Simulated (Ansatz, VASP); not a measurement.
## Si2Ni: VASP beside Ansatz

```
CELL_PARAMETERS angstrom
0.00000 2.69316 2.69316
2.69316 0.00000 2.69316
2.69316 2.69316 0.00000
ATOMIC_POSITIONS crystal
Si 0.25000 0.25000 0.25000
Si 0.75000 0.75000 0.75000
Ni 0.00000 0.00000 0.00000
```

Alike in both runs: task relaxation of cell and atoms; functional PBEsol; k mesh 14 × 14 × 14; occupations gaussian, width 0.1 eV; no spin polarisation.

|  | VASP | Ansatz |
| --- | --- | --- |
| version | VASP 6.6.1 | Ansatz 0.2.0 |
| potentials or method | VASP PAW PBE potentials, release 64 (Si, Ni), cutoff 600 eV | scalar-relativistic, plane waves, PAW |
| valence electrons in the cell | 18 | 26 |

|  | VASP | Ansatz | Ansatz less VASP |
| --- | --- | --- | --- |
| gap on the k mesh at the Fermi level, each at its own relaxed structure (eV) | none | none | - |
| relaxed volume (Å³/atom) | 13.07 | 13.06 | -0.013 |
| relaxed length of the cell vector where the two differ most in proportion (Å) | 3.814 | 3.812 | -0.0013 |

VASP's potentials were made for PBE, not for PBEsol. A gap of «none» marks a metal or a gap that the smearing closes. VASP's potentials hold 18 valence electrons a cell and Ansatz's 26, so a difference there can come from the potentials and not from the codes.
